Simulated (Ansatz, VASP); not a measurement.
**One calculation of Ge, two programs**

The input INCAR:

```
SYSTEM = Ge
  PREC = Accurate
  ENCUT = 600
  EDIFF = 1E-6
  ISMEAR = -1
  SIGMA = 0.05
  LREAL = .FALSE.
  LASPH = .TRUE.
  NELM = 100
  ALGO = Normal
  ISIF = 3
  LWAVE = .FALSE.
  LCHARG = .FALSE.
  GGA = PE
  IBRION = 2
  NSW = 60
  EDIFFG = -0.005
```

File KPOINTS:

```
regular mesh
0
G
  15 15 15
  0 0 0
```

The input POSCAR:

```
Ge
1.0
    2.7377415812      0.0000000000      0.0000000000
    0.0000000000      2.7377415812      0.0000000000
    0.0000000000      0.0000000000      2.7377415812
Ge
1
Direct
    0.0000000000      0.0000000000      0.0000000000
```

Input for Ansatz:

```yaml
crystal:
  lattice:
    - [2.7377415812, 0.0, 0.0]
    - [0.0, 2.7377415812, 0.0]
    - [0.0, 0.0, 2.7377415812]
  atoms:
    - { symbol: Ge, position: [0.0, 0.0, 0.0] }
kpoints:
  mp_grid: { grid: [15, 15, 15] }
scf:
  occupations: { method: fermi_dirac, width: 0.05 }
hamiltonian:
  xc: pbe
  pseudopotentials: { kind: paw }
output:
  forces: true
  stress: true
relax:
  f_tol: 0.005
  max_steps: 40
  cell: {}
```

Alike in both runs: task relaxation of cell and atoms; functional PBE; k mesh 15 × 15 × 15; occupations fermi-dirac, width 0.05 eV; no spin polarisation.

|  | VASP | Ansatz |
| --- | --- | --- |
| version | VASP 6.6.1 | Ansatz 0.2.0 |
| potentials or method | VASP PAW PBE potentials, release 64 (Ge_d) | PAW with Ansatz's default frozen-core files, scalar-relativistic |
| plane-wave cutoff (eV) | 600 | 420 |
| valence electrons in the cell | 14 | 14 |

VASP gave:

```
relaxed volume (Å³/atom)                                        : 19.92
relaxed length of the cell vector where the two differ most in proportion (Å) : 2.711
```

Q: Estimate Ansatz's values.

A: Relaxed volume (Å³/atom): 19.90; relaxed length of the cell vector where the two differ most in proportion (Å): 2.710.
